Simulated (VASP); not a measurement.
Input of a VASP 6.6.1 run:

Contents of POSCAR:

```
Al
1.0
   -1.5943685756      1.5943685756      1.5943685756
    1.5943685756     -1.5943685756      1.5943685756
    1.5943685756      1.5943685756     -1.5943685756
Al
1
Direct
    0.0000000000      0.0000000000      0.0000000000
```

INCAR.step1

```
SYSTEM = Al
PREC     = Accurate       ! precision mode
ENCUT    = 520            ! plane-wave cutoff, eV
ISMEAR   = 0              ! smearing method
SIGMA    = 0.15           ! smearing width, eV
LREAL    = .False.        ! projectors in reciprocal space
LASPH    = .True.         ! aspherical terms in the spheres
NELM     = 100            ! most SCF steps
NBANDS   = 8              ! bands
GGA      = PE             ! functional
ALGO     = Normal         ! electronic algorithm
EDIFF    = 1E-4           ! SCF threshold, eV
LWAVE    = .True.         ! write WAVECAR
LCHARG   = .False.        ! write CHGCAR
```

Contents of INCAR.step2:

```
SYSTEM = Al
PREC     = Accurate       ! precision mode
ENCUT    = 520            ! plane-wave cutoff, eV
EDIFF    = 1E-6           ! SCF threshold, eV
ISMEAR   = 0              ! smearing method
SIGMA    = 0.15           ! smearing width, eV
LREAL    = .False.        ! projectors in reciprocal space
LASPH    = .True.         ! aspherical terms in the spheres
NELM     = 100            ! most SCF steps
ALGO     = Normal         ! electronic algorithm
ISIF     = 2              ! what is computed and relaxed
LWAVE    = .False.        ! write WAVECAR
LCHARG   = .False.        ! write CHGCAR
METAGGA  = R2SCAN         ! meta-GGA
LMIXTAU  = .True.       
NBANDS   = 8              ! bands
ISTART   = 1
```

Contents of KPOINTS:

```
regular mesh
0
Gamma
  14 14 14
  0 0 0
```

Potentials or basis: VASP PAW PBE potentials, release 64 (Al).

Launch:

```sh
$ cat potpaw_PBE.64/Al/POTCAR > POTCAR
$ cp INCAR.step1 INCAR
$ mpirun -np 1 vasp_std > vasp.out
$ cp INCAR.step2 INCAR
$ mpirun -np 1 vasp_std > vasp.out
```

**Question.** What does it give for the pressure?

**Answer.** -0.1 GPa.

Caveat: the PAW data sets were made with another functional, which shifts forces and pressure a little.
